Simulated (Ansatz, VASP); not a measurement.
One calculation of Nb, two programs

Contents of INCAR:

```
SYSTEM = Nb
PREC     = Accurate       ! precision mode
ENCUT    = 520            ! plane-wave cutoff, eV
EDIFF    = 1E-6           ! SCF threshold, eV
ISMEAR   = 0              ! smearing method
SIGMA    = 0.15           ! smearing width, eV
LREAL    = .False.        ! projectors in reciprocal space
LASPH    = .True.         ! aspherical terms in the spheres
NELM     = 60             ! most SCF steps
ALGO     = Fast           ! electronic algorithm
ISIF     = 2              ! what is computed and relaxed
LWAVE    = .False.        ! write WAVECAR
LCHARG   = .False.        ! write CHGCAR
GGA      = PE             ! functional
NBANDS   = 12             ! bands
```

The input KPOINTS:

```
Automatic mesh
0
Gamma
  20 20 20
  0 0 0
```

The input POSCAR:

```
Nb
1.0
    0.0000000000      2.1150000000      2.0092500000
    2.1150000000      0.0000000000      2.0092500000
    2.1150000000      2.1150000000      0.0000000000
Nb
1
Direct
    0.0000000000      0.0000000000      0.0000000000
```

Input for Ansatz:

```yaml
crystal:
  lattice:
    - [0.0, 2.115, 2.00925]
    - [2.115, 0.0, 2.00925]
    - [2.115, 2.115, 0.0]
  atoms:
    - { symbol: Nb, position: [0.0, 0.0, 0.0] }
basis:
  ecutwfc: 420
kpoints:
  mp_grid: { grid: [20, 20, 20] }
hamiltonian:
  xc: pbe
scf:
  occupations: { method: gaussian, width: 0.15 }
output:
  forces: true
  stress: true
  eigenvalues: true
```

Change from the starting cell: strain +0.000 along x and y, -0.050 along z, atoms carried along.

Alike in both runs: task single point; functional PBE; k mesh 20 × 20 × 20; occupations gaussian, width 0.15 eV; no spin polarisation.

```csv
,VASP,Ansatz
version,VASP 6.6.1,Ansatz 0.2.0
potentials or method,"VASP PAW PBE potentials, release 64 (Nb_sv), cutoff 520 eV","scalar-relativistic, plane waves, PAW"
valence electrons in the cell,13,13
```

```csv
,VASP,Ansatz,Ansatz less VASP
gap on the k mesh at the Fermi level (eV),none,none,-
pressure (GPa),6.8,7.1,+0.27
"traceless stress, the component that is largest in VASP (GPa)",-9.54,-9.60,-0.066
```

A gap of «none» marks a metal or a gap that the smearing closes.
